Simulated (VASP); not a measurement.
Runs of VASP 6.6.1 on WS. The structure is that of space group Pm-3m (No. 221), or close to it. The cells are those of the table. 

```csv
spin,cell,k mesh,smearing,gap on the mesh (eV),pressure (GPa)
off,"a = 3.152 Å, 2 atoms",12 × 12 × 12,gaussian 0.02 eV,none,(a)
off,"a = 3.082 Å, 2 atoms",12 × 12 × 12,gaussian 0.02 eV,none,-6.2
"collinear, ferromagnetic start","a = 3.410 Å, 2 atoms",12 × 12 × 12,gaussian 0.02 eV,none,(b)
off,"a = 3.197 Å, 2 atoms",12 × 12 × 12,gaussian 0.02 eV,none,-21.4
off,"a = 3.240 Å, 2 atoms",14 × 14 × 14,gaussian 0.1 eV,none,-24.7
```

Alike in all rows: task single point; level PBE+U; potentials or basis VASP PAW PBE potentials, release 64 (W_sv, S); W d U = 6.2 eV; cutoff (eV) 520.

**Question.** Fill in the values left out.

**Answer.** (a) -16.7; (b) -20.8.

Caveats: spin-orbit coupling is left out, which moves the levels of the heavy elements; U without spin polarisation on a metal has little footing (some runs).

A k mesh can miss the band edges, and the runs leave out spin-orbit coupling on W.

A gap of «none» marks levels without a gap at the run's occupations.
